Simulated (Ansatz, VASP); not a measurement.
**TiO2 in VASP and in Ansatz**

INCAR

```
SYSTEM = TiO2
PREC     = Accurate       ! precision mode
ENCUT    = 520            ! plane-wave cutoff, eV
EDIFF    = 1E-7           ! SCF threshold, eV
ISMEAR   = -1             ! smearing method
SIGMA    = 0.05           ! smearing width, eV
LREAL    = .False.        ! projectors in reciprocal space
LASPH    = .True.         ! aspherical terms in the spheres
NELM     = 100            ! most SCF steps
ALGO     = Normal         ! electronic algorithm
ISIF     = 2              ! what is computed and relaxed
LWAVE    = .False.        ! write WAVECAR
LCHARG   = .False.        ! write CHGCAR
GGA      = PE             ! functional
NBANDS   = 60             ! bands
KPAR     = 4
```

The input KPOINTS:

```
Automatic mesh
0
Gamma
  9 9 3
  0 0 0
```

POSCAR

```
TiO2
1.0
    1.4740970000     -4.7965300000      0.0000000000
    1.4740970000      4.7965300000      0.0000000000
    0.0000000000      0.0000000000     10.2352230000
Ti O
4 8
Direct
    0.8661660000      0.1331300000      0.5831170000
    0.1371160000      0.8647780000      0.4162390000
    0.8707080000      0.1270240000      0.9160950000
    0.1279320000      0.8718240000      0.0828120000
    0.4916910000      0.5006420000      0.4944720000
    0.4956180000      0.5042700000      0.0022520000
    0.9506510000      0.0935660000      0.7503040000
    0.0598120000      0.9256050000      0.2502940000
    0.7592940000      0.2550320000      0.1003150000
    0.2490030000      0.7577240000      0.8955700000
    0.2459620000      0.7563610000      0.6030240000
    0.7717870000      0.2583330000      0.3993240000
```

input.yaml

```yaml
crystal:
  lattice:
    - [1.474097, -4.79653, 0.0]
    - [1.474097, 4.79653, 0.0]
    - [0.0, 0.0, 10.235223]
  atoms:
    - { symbol: Ti, position: [0.866166, 0.13313, 0.583117] }
    - { symbol: Ti, position: [0.137116, 0.864778, 0.416239] }
    - { symbol: Ti, position: [0.870708, 0.127024, 0.916095] }
    - { symbol: Ti, position: [0.127932, 0.871824, 0.082812] }
    - { symbol: O, position: [0.491691, 0.500642, 0.494472] }
    - { symbol: O, position: [0.495618, 0.50427, 0.002252] }
    - { symbol: O, position: [0.950651, 0.093566, 0.750304] }
    - { symbol: O, position: [0.059812, 0.925605, 0.250294] }
    - { symbol: O, position: [0.759294, 0.255032, 0.100315] }
    - { symbol: O, position: [0.249003, 0.757724, 0.89557] }
    - { symbol: O, position: [0.245962, 0.756361, 0.603024] }
    - { symbol: O, position: [0.771787, 0.258333, 0.399324] }
hamiltonian:
  xc: pbe
  pseudopotentials: { kind: paw }
kpoints:
  mp_grid: { grid: [9, 9, 3] }
scf:
  occupations: { method: fermi_dirac, width: 0.05 }
output:
  forces: true
  stress: true
  eigenvalues: true
```

Change from the starting cell: atoms moved at random, drawn with an rms of 0.05 Å.

Alike in both runs: task single point; functional PBE; k mesh 9 × 9 × 3; occupations fermi-dirac, width 0.05 eV; no spin polarisation.

```csv
,VASP,Ansatz
version,VASP 6.6.1,Ansatz 0.2.0
potentials or method,"VASP PAW PBE potentials, release 64 (Ti_sv, O)",Ansatz PAW
plane-wave cutoff (eV),520,420
valence electrons in the cell,96,96
```

```tsv
	VASP	Ansatz	Ansatz less VASP
gap on the k mesh at the Fermi level (eV)	2.29	2.31	+0.017
least direct gap on the mesh (eV)	2.37	2.38	+0.016
pressure (GPa)	0.2	-0.5	-0.65
traceless stress, the component that is largest in VASP (GPa)	2.58	2.53	-0.051
rms of the force components (eV/Å)	0.470	0.474	+0.0035
```

Atom by atom the forces differ by 0.043 eV/Å (rms over components). The functional is the same, so the differences come from potentials, cutoffs and numerics.

Noted on Ansatz's run: odd divisions of the mesh miss points on the zone boundary, where band edges often lie, so the gap on the mesh can be too wide.
